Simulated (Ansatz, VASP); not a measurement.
**Sc: VASP beside Ansatz**

```
Sc
1.0
     4.14528    0.00000    0.00000
    -2.07264    3.58992    0.00000
     0.00000    0.00000    6.83971
Sc
4
Direct
  0.33333 0.66667 0.43750
  0.66667 0.33333 0.93750
  0.66667 0.33333 0.56250
  0.33333 0.66667 0.06250
```

Alike in both runs: task single point; functional PBE; k mesh 6 × 6 × 4; occupations gaussian, width 0.1 eV; no spin polarisation.

|  | VASP | Ansatz |
| --- | --- | --- |
| version | VASP 6.6.1 | Ansatz 0.2.0 |
| potentials or method | VASP PAW PBE potentials, release 64 (Sc_sv), cutoff 520 eV | scalar-relativistic, plane waves, PAW |
| valence electrons in the cell | 44 | 44 |

|  | VASP | Ansatz | Ansatz less VASP |
| --- | --- | --- | --- |
| gap on the k mesh at the Fermi level (eV) | none | none | - |
| pressure (GPa) | 4.0 | 3.8 | -0.15 |
| traceless stress, the component that is largest in VASP (GPa) | -1.54 | -1.53 | +0.010 |
| rms of the force components (eV/Å) | 0.138 | 0.140 | +0.0019 |

Atom by atom the forces differ by 0.002 eV/Å (rms over components). A gap of «none» marks a metal or a gap that the smearing closes.
